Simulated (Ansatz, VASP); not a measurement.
# Two plane-wave programs on RbBr

File POSCAR:

```
RbBr
1.0
    4.2297890482     -0.1185688872     -0.1185688872
   -0.1185688872      4.2297890482     -0.1185688872
   -0.1185688872     -0.1185688872      4.2297890482
Rb Br
1 1
Direct
    0.0000000000      0.0000000000      0.0000000000
    0.5000000000      0.5000000000      0.5000000000
```

Contents of INCAR.step1:

```
SYSTEM = RbBr
  ALGO = Normal
  EDIFF = 1E-5
  ENCUT = 520
  GGA = PE
  ISIF = 2
  ISMEAR = 0
  LASPH = .True.
  LCHARG = .False.
  LREAL = .False.
  LWAVE = .True.
  NBANDS = 15
  NELM = 80
  PREC = Accurate
  SIGMA = 0.01
```

The input INCAR.step2:

```
SYSTEM = RbBr
  ALGO = Normal
  EDIFF = 1E-7
  ENCUT = 520
  GGA = PE
  HFSCREEN = 0.2079
  ISIF = 2
  ISMEAR = 0
  ISTART = 1
  LASPH = .True.
  LCHARG = .False.
  LHFCALC = .True.
  LREAL = .False.
  LWAVE = .False.
  NBANDS = 15
  NELM = 80
  PREC = Accurate
  PRECFOCK = Normal
  SIGMA = 0.01
```

Contents of KPOINTS:

```
k-points
0
Gamma
  4 4 4
  0 0 0
```

Input for Ansatz:

```yaml
crystal:
  lattice:
    - [4.2297890482, -0.1185688872, -0.1185688872]
    - [-0.1185688872, 4.2297890482, -0.1185688872]
    - [-0.1185688872, -0.1185688872, 4.2297890482]
  atoms:
    - { symbol: Rb, position: [0.0, 0.0, 0.0] }
    - { symbol: Br, position: [0.5, 0.5, 0.5] }
kpoints:
  mp_grid: { grid: [4, 4, 4] }
  band_path:
    path:
      - [0.0, 0.0, 0.0]
      - [0.0, 0.5, 0.0]
      - [0.5, 0.5, 0.0]
      - [0.5, 0.5, 0.5]
      - [0.0, 0.5, 0.5]
    npoints: 1
hamiltonian:
  xc: hse06
scf:
  occupations: { method: fixed }
  n_extra_bands: 4
output:
  forces: true
  stress: true
  eigenvalues: true
```

Change from the starting cell: epitaxial_111 strain +5.3%.

Alike in both runs: task single point; functional HSE06; k mesh 4 × 4 × 4; no spin polarisation.

```csv
,VASP,Ansatz
version,VASP 6.6.1,Ansatz 0.2.0
potentials or method,"VASP PAW PBE potentials, release 64 (Rb_sv, Br)","plane waves, PAW"
plane-wave cutoff (eV),520,420
occupations,"gaussian, width 0.01 eV",fixed
valence electrons in the cell,16,16
```

Ansatz gave:

- gap on the k mesh at the Fermi level (eV): 5.02
- pressure (GPa): -0.4
- traceless stress, the component that is largest in VASP (GPa): 0.34

Problem. Which values does VASP return?

Solution. gap on the k mesh at the Fermi level (eV): 5.02; pressure (GPa): -0.4; traceless stress, the component that is largest in VASP (GPa): 0.35.

Ansatz's warnings: stress exchange threshold loose, stress scf threshold loose.
